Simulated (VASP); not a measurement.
# ZrS in VASP: a series of runs

The runs below take ZrS through single point, with r2SCAN.

Program: VASP 6.6.1. These are calculated values, not measurements. Logs are shortened: lines on timing, memory, paths and dates and some standing lists are left out, and cuts for length are marked.

## 1. The cell of the first run

The structure is cubic, space group Fm-3m (No. 225). Conventional cell: a = 5.303 Å, b = 5.303 Å, c = 5.303 Å, α = 90.00°, β = 90.00°, γ = 90.00°. Zr (site symmetry m-3m) has 6 S at 2.65 Å within 3.5 Å. Within 3.5 Å of S (site symmetry m-3m) lie 6 Zr at 2.65 Å.

## 2. Single point, r2SCAN (strain +0.015 along x and y, +0.015 along z)

Contents of POSCAR:

```
ZrS
1.0
    0.0000000000      2.6516514692      2.6516514692
    2.6516514692      0.0000000000      2.6516514692
    2.6516514692      2.6516514692      0.0000000000
Zr S
1 1
Direct
    0.0000000000      0.0000000000      0.0000000000
    0.5000000000      0.5000000000      0.5000000000
```

Contents of INCAR.step1:

```
SYSTEM = ZrS
PREC = Accurate ; ENCUT = 520
ISMEAR = 0 ; SIGMA = 0.15
LREAL = .FALSE. ; LASPH = .TRUE.
NELM = 60 ; NBANDS = 16
GGA = PE ; ALGO = Normal
EDIFF = 1E-4 ; LWAVE = .TRUE.
LCHARG = .FALSE.
```

Contents of INCAR.step2:

```
SYSTEM = ZrS
PREC = Accurate ; ENCUT = 520
EDIFF = 1E-7 ; ISMEAR = 0
SIGMA = 0.15 ; LREAL = .FALSE.
LASPH = .TRUE. ; NELM = 60
ALGO = Normal ; ISIF = 2
LWAVE = .FALSE. ; LCHARG = .TRUE.
METAGGA = R2SCAN ; LMIXTAU = .TRUE.
LELF = .TRUE. ; LVHAR = .TRUE.
NBANDS = 16 ; ISTART = 1
```

Contents of KPOINTS:

```
regular mesh
0
G
  20 20 20
  0 0 0
```

Potentials or basis: VASP PAW PBE potentials, release 64 (Zr_sv, S).

The run is started by

```sh
cat potpaw_PBE.64/Zr_sv/POTCAR potpaw_PBE.64/S/POTCAR > POTCAR
cp INCAR.step1 INCAR
mpirun -np 1 vasp_std > vasp.out
cp INCAR.step2 INCAR
mpirun -np 1 vasp_std > vasp.out
```

OUTCAR:

```text
SYSTEM = ZrS
   PREC = Accurate
   ENCUT = 520
   EDIFF = 1E-7
   ISMEAR = 0
   LREAL = .FALSE.
   LASPH = .TRUE.
   NELM = 60
   ISIF = 2
   METAGGA = R2SCAN
   ISTART = 1

 ion  position               nearest neighbor table
   1  0.000  0.000  0.000-   2 2.65   2 2.65   2 2.65   2 2.65   2 2.65   2 2.65
   2  0.500  0.500  0.500-   1 2.65   1 2.65   1 2.65   1 2.65   1 2.65   1 2.65

  LATTYP: Found a face centered cubic cell.
 ALAT       =     5.3033029384

  Lattice vectors:

 A1 = (   0.0000000000,   2.6516514692,   2.6516514692)
 A2 = (   2.6516514692,   0.0000000000,   2.6516514692)
 A3 = (   2.6516514692,   2.6516514692,   0.0000000000)

Analysis of symmetry for initial positions (statically):
=====================================================================
 Subroutine PRICEL returns:
 Original cell was already a primitive cell.

 Routine SETGRP: Setting up the symmetry group for a
 face centered cubic supercell.

 Subroutine GETGRP returns: Found 48 space group operations
 (whereof 48 operations were pure point group operations)
 out of a pool of 48 trial point group operations.

The static configuration has the point symmetry O_h .

Analysis of symmetry for dynamics (positions and initial velocities):
=====================================================================
 Subroutine PRICEL returns:
 Original cell was already a primitive cell.

 Routine SETGRP: Setting up the symmetry group for a
 face centered cubic supercell.

 Subroutine GETGRP returns: Found 48 space group operations
 (whereof 48 operations were pure point group operations)
 out of a pool of 48 trial point group operations.

The dynamic configuration has the point symmetry O_h .

 Subroutine INISYM returns: Found 48 space group operations
 (whereof 48 operations are pure point group operations),
 and found     1 'primitive' translations

----------------------------------------------------------------------------------------

                                     Primitive cell

  volume of cell :      37.2889

  direct lattice vectors                    reciprocal lattice vectors
     0.000000000  2.651651469  2.651651469    -0.188561734  0.188561734  0.188561734
     2.651651469  0.000000000  2.651651469     0.188561734 -0.188561734  0.188561734
     2.651651469  2.651651469  0.000000000     0.188561734  0.188561734 -0.188561734

  length of vectors
     3.750001470  3.750001470  3.750001470     0.326598504  0.326598504  0.326598504

  position of ions in fractional coordinates (direct lattice)
     0.000000000  0.000000000  0.000000000
     0.500000000  0.500000000  0.500000000

  ion indices of the primitive-cell ions
   primitive index   ion index
                 1           1
                 2           2

----------------------------------------------------------------------------------------

 KPOINTS: regular mesh

Automatic generation of k-mesh.
 Grid dimensions read from file:
 generate k-points for:   20   20   20

 Generating k-lattice:

  Cartesian coordinates                     Fractional coordinates (reciprocal lattice)
    -0.009428087  0.009428087  0.009428087     0.050000000  0.000000000  0.000000000
     0.009428087 -0.009428087  0.009428087     0.000000000  0.050000000  0.000000000
     0.009428087  0.009428087 -0.009428087     0.000000000  0.000000000  0.050000000

  Length of vectors
     0.016329925  0.016329925  0.016329925

  Shift w.r.t. Gamma in fractional coordinates (k-lattice)
     0.000000000  0.000000000  0.000000000

 Subroutine IBZKPT returns following result:
 ===========================================

 Found    256 irreducible k-points:

 Following reciprocal coordinates:
            Coordinates               Weight
  0.000000  0.000000  0.000000      1.000000
  0.050000  0.000000  0.000000      8.000000
  0.100000  0.000000  0.000000      8.000000
  0.150000  0.000000  0.000000      8.000000
  0.200000  0.000000  0.000000      8.000000
  0.250000  0.000000  0.000000      8.000000
[... 16 lines left out ...]
 -0.400000  0.050000  0.000000     24.000000
 -0.350000  0.050000  0.000000     24.000000
 [... further k-points ...]
   k-points           NKPTS =    256   k-points in BZ     NKDIM =    256   number of bands    NBANDS=     16
   number of dos      NEDOS =    301   number of ions     NIONS =      2
   total plane-waves  NPLWV =  21952
   dimension x,y,z NGX =    28 NGY =   28 NGZ =   28
   dimension x,y,z NGXF=    56 NGYF=   56 NGZF=   56
   ions per type =               1   1
   NGX,Y,Z   is equivalent  to a cutoff of  12.41, 12.41, 12.41 a.u.
   NGXF,Y,Z  is equivalent  to a cutoff of  24.83, 24.83, 24.83 a.u.
 SYSTEM =  ZrS
   PREC   = accura    normal or accurate (medium, high low for compatibility)
   ISTART =      1    job   : 0-new  1-cont  2-samecut
   ICHARG =      0    charge: 1-file 2-atom 10-const
   ISPIN  =      1    spin polarized calculation?
   LNONCOLLINEAR =      F non collinear calculations
   LSORBIT =      F    spin-orbit coupling
   LASPH  =      T    aspherical Exc in radial PAW
   ENCUT  =  520.0 eV  38.22 Ry    6.18 a.u.   6.97  6.97  6.97*2*pi/ulx,y,z
   NELM   =     60;   NELMIN=  2; NELMDL=  0     # of ELM steps
   EDIFF  = 0.1E-06   stopping-criterion for ELM
   LREAL  =      F    real-space projection
   EDIFFG = 0.1E-05   stopping-criterion for IOM
   NSW    =      0    number of steps for IOM
   IBRION =     -1    ionic relax: 0-MD 1-quasi-New 2-CG
   NFREE  =      0    steps in history (QN), initial steepest desc. (CG)
   ISIF   =      2    stress and relaxation
   ISYM   =      2    0-nonsym 1-usesym 2-fastsym
   POTIM  = 0.5000    time-step for ionic-motion
   TEBEG  =    0.0;   TEEND  =   0.0 temperature during run
   PSTRESS=    0.0 pullay stress
   NELECT =      18.0000    total number of electrons
   NUPDOWN=      -1.0000    fix difference up-down
   EMIN   =  10.00;   EMAX   =-10.00  energy-range for DOS
   EFERMI =   0.00;   METHOD = LEGACY
   ISMEAR =     0;   SIGMA  =   0.15  broadening in eV -4-tet -1-fermi 0-gaus
   EFERMI_NEDOS =   21; number of points for ismear=-14 and -15
   IALGO  =     38    algorithm
   IMIX   =      4    mixing-type and parameters
     AMIX     =   0.40;   BMIX     =  1.00
     AMIX_MAG =   1.60;   BMIX_MAG =  1.00
  volume/ion in A,a.u.               =      18.64       125.82
  Fermi-wavevector in a.u.,A,eV,Ry     =   1.284219  2.426823 22.438993  1.649219
  Thomas-Fermi vector in A             =   2.416426
   LORBIT       =      0    0 simple, 1 ext, 2 COOP (PROOUT), +10 PAW based schemes
   METAGGA = R2SCAN    functional components
   LHFCALC =     F    Hartree Fock is set to
   AEXX    =    0.0000 exact exchange contribution
   IVDW    =     0    specifies the selected vdW correction
   LEPSILON=     F    determine dielectric tensor
   LRPA    =     F    only Hartree local field effects (RPA)
 non-spin polarized calculation
 Gauss-broadening in eV      SIGMA  =   0.15
  energy-cutoff  :      520.00
  volume of cell :       37.29
 maximum number of plane-waves:      1018
   NGX = 13   NGY = 13   NGZ = 13

 number of electron      18.0000002 magnetization

 Free energy of the ion-electron system (eV)
  ---------------------------------------------------
  ext. energy  EPLUGINS =         0.00000000
  ---------------------------------------------------
  free energy    TOTEN  =       -33.86166286 eV

  energy without entropy =      -33.84671771  energy(sigma->0) =      -33.85419029

 E-fermi :  10.5583     XC(G=0): -11.8001

 val. band max:       10.5540575936   @ k =  -0.2500   0.2500   0.0500
 cond. band min:      10.5600672953   @ k =  -0.2500   0.5000   0.2500
 fundamental gap:      0.0060097017
 Fermi energy:        10.5582899377

 k-point     1 :       0.0000    0.0000    0.0000
  band No.  band energies     occupation
      1     -41.3825      2.00000
      2     -18.6608      2.00000
      3     -18.6608      2.00000
      4     -18.6608      2.00000
      5      -6.0873      2.00000
      6       6.5892      2.00000
[... 8 lines left out ...]
     15      18.2559      0.00000
     16      22.7724      0.00000

 k-point     2 :       0.0500    0.0000    0.0000
  band No.  band energies     occupation
      1     -41.3819      2.00000
      2     -18.6688      2.00000
      3     -18.6615      2.00000
      4     -18.6615      2.00000
      5      -6.0568      2.00000
      6       6.4004      2.00000
[... 8 lines left out ...]
     15      18.3552      0.00000
     16      22.5687      0.00000

 k-point     3 :       0.1000    0.0000    0.0000
  band No.  band energies     occupation
      1     -41.3803      2.00000
      2     -18.6920      2.00000
      3     -18.6634      2.00000
      4     -18.6634      2.00000
      5      -5.9671      2.00000
      6       5.9253      2.00000
[... 8 lines left out ...]
     15      18.6184      0.00000
     16      22.0825      0.00000

 k-point     4 :       0.1500    0.0000    0.0000
  band No.  band energies     occupation
      1     -41.3777      2.00000
      2     -18.7278      2.00000
      3     -18.6664      2.00000
      4     -18.6664      2.00000
      5      -5.8242      2.00000
      6       5.3117      2.00000
[... 8 lines left out ...]
     15      18.9040      0.00000
     16      21.6258      0.00000
[... 324 lines left out ...]
 k-point    22 :      -0.4500    0.0500    0.0000
  band No.  band energies     occupation
      1     -41.3592      2.00000
      2     -18.9684      2.00000
      3     -18.6933      2.00000
      4     -18.6879      2.00000
      5      -4.6505      2.00000
      6       2.2984      2.00000
[... 8 lines left out ...]
     15      16.7457      0.00000
     16      17.0025      0.00000

 k-point    23 :      -0.4000    0.0500    0.0000
  band No.  band energies     occupation
      1     -41.3605      2.00000
      2     -18.9519      2.00000
      3     -18.6931      2.00000
      4     -18.6850      2.00000
      5      -4.7464      2.00000
      6       2.4823      2.00000
[... 8 lines left out ...]
     15      17.2816      0.00000
     16      17.4401      0.00000

 k-point    24 :      -0.3500    0.0500    0.0000
  band No.  band energies     occupation
      1     -41.3628      2.00000
      2     -18.9226      2.00000
      3     -18.6915      2.00000
      4     -18.6812      2.00000
      5      -4.9083      2.00000
      6       2.8077      2.00000
[... 8 lines left out ...]
     15      18.0214      0.00000
     16      18.1220      0.00000

 [... further k-points ...]

------------------------ aborting loop because EDIFF is reached ----------------------------------------

  FORCE on cell =-STRESS in cart. coord.  units (eV):
  Direction    XX          YY          ZZ          XY          YZ          ZX
  --------------------------------------------------------------------------------------
  -------------------------------------------------------------------------------------
  Total       -1.3276466     -1.3276466     -1.3276466      0.0000000     -0.0000000      0.0000000
  in kB      -57.0444976    -57.0444976    -57.0444976      0.0000000     -0.0000000      0.0000000
  external PRESSURE =     -57.0444976 kB  Pullay stress =       0.0000000 kB

 VOLUME and BASIS-vectors are now :
 -----------------------------------------------------------------------------
  energy-cutoff  :      520.00
  volume of cell :       37.29
      direct lattice vectors                 reciprocal lattice vectors
     0.000000000  2.651651469  2.651651469    -0.188561734  0.188561734  0.188561734
     2.651651469  0.000000000  2.651651469     0.188561734 -0.188561734  0.188561734
     2.651651469  2.651651469  0.000000000     0.188561734  0.188561734 -0.188561734

 POSITION                                       TOTAL-FORCE (eV/Angst)
 -----------------------------------------------------------------------------------
      0.00000      0.00000      0.00000         0.000000      0.000000      0.000000
      2.65165      2.65165      2.65165         0.000000     -0.000000     -0.000000
 -----------------------------------------------------------------------------------
    total drift:                                0.000000      0.000000      0.000000

  FREE ENERGIE OF THE ION-ELECTRON SYSTEM (eV)
  ---------------------------------------------------
  free  energy   TOTEN  =       -33.8616628649 eV

  energy  without entropy=      -33.8467177116  energy(sigma->0) =      -33.85419029
```

Wall time 14 min (1 thread of Intel Xeon 8259CL, shared host); peak memory 0.28 GiB.

Results:

```yaml
Free_energy: -33.8617 eV
Pressure: -5.7 GPa
Band_gap_on_the_k_mesh: zero (bands 9 and 10 overlap by 2.77 eV)
```

Levels at points of the mesh, in eV from the Fermi level:
| k point | band 7 | band 8 | band 9 | band 10 | band 11 | band 12 |
| --- | --- | --- | --- | --- | --- | --- |
| (0.00, 0.00, 0.00) | -3.97 | -3.97 | -1.35 | -1.35 | -1.35 | -0.64 |
| (0.50, 0.00, 0.00) | -6.30 | -6.30 | 1.42 | 1.42 | 1.74 | 2.07 |
| (0.50, 0.50, 0.00) | -4.92 | -4.92 | -3.38 | 0.53 | 2.27 | 2.27 |

Caveat: the cell differs from its parent crystal (strain +0.015 along x and y, +0.015 along z); the cell stands under tension; the PAW data sets were made with another functional, which shifts forces and pressure a little.

(Part 1 of 2 ends here.)
